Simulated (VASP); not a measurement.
Here is a VASP 6.6.1 calculation.

Contents of INCAR:

```
  PREC = Accurate
  ENCUT = 520
  EDIFF = 1E-6
  ISMEAR = 0
  SIGMA = 0.05
  LREAL = F
  LASPH = T
  NELM = 100
  ALGO = Normal
  ISIF = 2
  LWAVE = F
  LCHARG = F
  GGA = PE
  NBANDS = 45
```

File KPOINTS:

```
Automatic mesh
0
Gamma
  6 6 6
```

The input POSCAR:

```
LiNbO3
1.0
    2.5802140903      1.4896872996      4.4986892735
   -2.5802140903      1.4896872996      4.4986892735
    0.0000000000     -2.9793745991      4.4986892735
Li Nb O
2 2 6
Direct
    0.2815913687      0.2815913687      0.2815913687
    0.7815913687      0.7815913687      0.7815913687
    0.0004900497      0.0004900497      0.0004900497
    0.5004900497      0.5004900497      0.5004900497
    0.1104619503      0.3580262714      0.7211003599
    0.7211003599      0.1104619503      0.3580262714
    0.3580262714      0.7211003599      0.1104619503
    0.2211003599      0.8580262714      0.6104619503
    0.8580262714      0.6104619503      0.2211003599
    0.6104619503      0.2211003599      0.8580262714
```

Potentials or basis: VASP PAW PBE potentials, release 64 (Li_sv, Nb_sv, O).

Run with:

```bash
$ cat potpaw_PBE.64/Li_sv/POTCAR potpaw_PBE.64/Nb_sv/POTCAR potpaw_PBE.64/O/POTCAR > POTCAR
$ mpirun -np 1 vasp_std > vasp.out
```

Problem. Predict the band gap on the k mesh.

Solution. 3.75 eV (least direct gap 3.81 eV).

Problem. Predict the largest force.

Solution. 0.578 eV/Å.

Forces in eV/Å, atoms in the order of the input:
```
Li   0.000  0.000 -0.053
Li   0.000  0.000 -0.053
Nb   0.000  0.000 -0.427
Nb   0.000  0.000 -0.427
O   -0.333  0.444  0.160
O   -0.218 -0.511  0.160
O    0.551  0.066  0.160
O   -0.551  0.066  0.160
O    0.333  0.444  0.160
O    0.218 -0.511  0.160
```

 As with any semilocal functional, this PBE gap is likely too small.
